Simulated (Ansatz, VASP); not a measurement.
MgB2: VASP beside Ansatz

```
CELL_PARAMETERS angstrom
3.10543 0.00000 0.00000
-1.55272 2.68938 0.00000
0.00000 0.00000 3.54633
ATOMIC_POSITIONS crystal
Mg 0.00000 0.00000 0.00000
B 0.33333 0.66667 0.50000
B 0.66667 0.33333 0.50000
```

Change from the starting cell: volume scaled by 1.02.

Alike in both runs: task single point; functional LDA; k mesh 15 × 15 × 12; occupations fermi-dirac, width 0.05 eV; no spin polarisation.

```csv
,VASP,Ansatz
version,VASP 6.6.1,Ansatz 0.2.0
potentials or method,"VASP PAW LDA potentials, release 64 (Mg, B), cutoff 520 eV","all-electron LAPW, scalar-relativistic"
```

VASP gave:

```
pressure (GPa)                                                : -10.8
traceless stress, the component that is largest in VASP (GPa) : 2.32
```

Task: Which values does Ansatz return?

Result: Pressure (GPa): -10.2; traceless stress, the component that is largest in VASP (GPa): 2.43.

LDA's correlation is that of Perdew and Zunger in VASP and of Perdew and Wang (1992) in Ansatz. Ansatz ran all-electron here, and VASP with PAW potentials.
